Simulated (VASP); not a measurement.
**Er4Cl: single point with PBE**

Er4Cl:

```xyz
5
Lattice="7.6490 0.0000 0.0000 0.0000 7.6490 0.0000 0.0000 0.0000 3.2132" Properties=species:S:1:pos:R:3 pbc="T T T"
Er    6.0821    3.8245    0.0000
Er    1.5669    3.8245    0.0000
Er    3.8245    1.5669    0.0000
Er    3.8245    6.0821    0.0000
Cl    0.0000    0.0000    0.0000
```

The cell was generated, and may not be a known phase.

```yaml
Program: VASP 6.6.1
Task: single point
Functional: PBE
Potentials_or_basis: VASP PAW PBE potentials, release 64 (Er_3, Cl), 4f in core
Cutoff: 500 eV
k_mesh: 4 × 4 × 4
Occupations: gaussian, width 0.1 eV
Spin: no spin polarisation
Dipole_correction: no
Further_INCAR_settings: ALGO = Normal; EDIFF = 1e-06; NBANDS = 30
```

```
Pressure               : -0.1 GPa
Largest force          : 0.026 eV/Å
Band gap on the k mesh : zero (an odd number of electrons rules out a gap without spin polarisation)
```

Forces on the atoms (eV/Å):
```
Er   0.026  0.000  0.000
Er  -0.026  0.000  0.000
Er   0.000 -0.026  0.000
Er   0.000  0.026  0.000
Cl   0.000  0.000  0.000
```

Levels at points of the mesh, in eV from the Fermi level:
```tsv
k point	band 20	band 21	band 22	band 23	band 24	band 25
(0.00, 0.00, 0.00)	-0.96	-0.18	-0.08	0.38	0.38	0.47
(0.50, 0.00, 0.00)	-0.53	-0.08	-0.01	0.03	0.36	0.46
(0.50, 0.50, 0.00)	-0.28	-0.26	-0.08	0.28	0.28	0.29
(0.00, 0.00, 0.50)	-0.48	-0.48	-0.30	0.57	0.77	0.77
(0.50, 0.00, 0.50)	-0.78	-0.21	-0.09	-0.02	0.38	0.99
(0.50, 0.50, 0.50)	-0.81	0.01	0.15	0.15	0.21	0.21
```

Wall time 2.7 min on 1 thread of Intel(R) Xeon(R) Platinum 8259CL CPU @ 2.50GHz (Skylake/Cascade Lake) (shared host), peak memory 0.29 GiB.

Caveat: the k points lie up to 0.49 Å⁻¹ apart, too coarse for converged energies and pressures of a metal; spin-orbit coupling is left out, which moves the levels of the heavy elements; the 4f electrons are frozen in the core, so they carry no moment and show no levels; the run has no spin polarisation, though such a crystal can be magnetic. Spin polarisation is off, so any magnetic state and its effect on volume and gap are missing.
